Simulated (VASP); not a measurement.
A run of VASP 6.6.1 is set up as follows.

Contents of INCAR:

```
SYSTEM = Au
PREC = Accurate ; ENCUT = 520
EDIFF = 1E-6 ; ISMEAR = -1
SIGMA = 0.1 ; LREAL = .FALSE.
LASPH = .TRUE. ; NELM = 80
ALGO = Normal ; ISIF = 2
LWAVE = .FALSE. ; LCHARG = .TRUE.
GGA = RP ; LELF = .TRUE.
LVHAR = .TRUE. ; NBANDS = 24
```

Contents of KPOINTS:

```
Automatic mesh
0
G
  10 10 14
  0 0 0
```

File POSCAR:

```
Au
1.0
    4.7867986398      0.0000000000      0.0000000000
   -2.3933993199      4.1454892248      0.0000000000
    0.0000000000      0.0000000000      2.8608264844
Au
3
Direct
    1.0000000000      1.0000000000      0.0000000000
    0.3333333333      0.6666666667      0.5000000000
    0.6666666667      0.3333333333      0.5000000000
```

Potentials or basis: VASP PAW PBE potentials, release 64 (Au).

Command:

```bash
$ cat potpaw_PBE.64/Au/POTCAR > POTCAR
$ mpirun -np 1 vasp_std > vasp.out
```

Question: What does it give for the band gap on the k mesh?

Answer: Zero (an odd number of electrons rules out a gap without spin polarisation).

Question: What does it give for the pressure?

Answer: -0.3 GPa.

Stress tensor (GPa, compression positive):
```
 0.16  0.00  0.00
 0.00  0.16  0.00
 0.00  0.00 -1.14
```

Caveat: the PAW data sets were made with another functional, which shifts forces and pressure a little; spin-orbit coupling is left out, which moves the levels of the heavy elements.
